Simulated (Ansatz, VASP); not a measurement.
## KP2Ru2: VASP beside Ansatz

The input INCAR:

```
PREC = Accurate
ENCUT = 520
EDIFF = 1E-7
ISMEAR = 1
SIGMA = 0.1
LREAL = F
LASPH = T
NELM = 60
ALGO = Normal
ISIF = 2
LWAVE = F
LCHARG = T
GGA = CA
LELF = T
LVHAR = T
NBANDS = 32
```

Contents of KPOINTS:

```
Automatic mesh
0
Gamma
  9 9 9
```

POSCAR

```
KP2Ru2
1.0
   -1.9980413113      1.9980413113      6.2048510589
    1.9980413113     -1.9980413113      6.2048510589
    1.9980413113      1.9980413113     -6.2048510589
K P Ru
1 2 2
Direct
    0.0000000000      0.0000000000      0.0000000000
    0.3387220000      0.3387220000      0.0000000000
    0.6612780000      0.6612780000      0.0000000000
    0.7500000000      0.2500000000      0.5000000000
    0.2500000000      0.7500000000      0.5000000000
```

Input for Ansatz:

```yaml
crystal:
  lattice:
    - [-1.9980413113372109, 1.9980413113372109, 6.204851058894683]
    - [1.9980413113372109, -1.9980413113372109, 6.204851058894683]
    - [1.9980413113372109, 1.9980413113372109, -6.204851058894683]
  atoms:
    - { symbol: K, position: [0.0, 0.0, 0.0] }
    - { symbol: P, position: [0.338722, 0.338722, 0.0] }
    - { symbol: P, position: [0.661278, 0.661278, 0.0] }
    - { symbol: Ru, position: [0.75, 0.25, 0.5] }
    - { symbol: Ru, position: [0.25, 0.75, 0.5] }
basis:
  ecutwfc: 500.0
kpoints:
  mp_grid:
    grid: [9, 9, 9]
hamiltonian:
  xc: lda
  pseudopotentials:
    kind: paw
scf:
  occupations:
    method: cold
output:
  stress: true
```

Alike in both runs: task single point; functional LDA; k mesh 9 × 9 × 9; no spin polarisation.

|  | VASP | Ansatz |
| --- | --- | --- |
| version | VASP 6.6.1 | Ansatz 0.2.0 |
| potentials or method | VASP PAW LDA potentials, release 64 (K_sv, P, Ru_pv), cutoff 520 eV | plane waves, PAW |
| occupations | methfessel-paxton of order 1, width 0.1 eV | cold |
| valence electrons in the cell | 47 | 51 |

```tsv
	VASP	Ansatz	Ansatz less VASP
pressure (GPa)	-1.6	-1.8	-0.21
traceless stress, the component that is largest in VASP (GPa)	-0.27	-0.11	+0.163
```

LDA's correlation is that of Perdew and Zunger in VASP and of Perdew and Wang (1992) in Ansatz. VASP's potentials hold 47 valence electrons a cell and Ansatz's 51, so a difference there can come from the potentials and not from the codes.
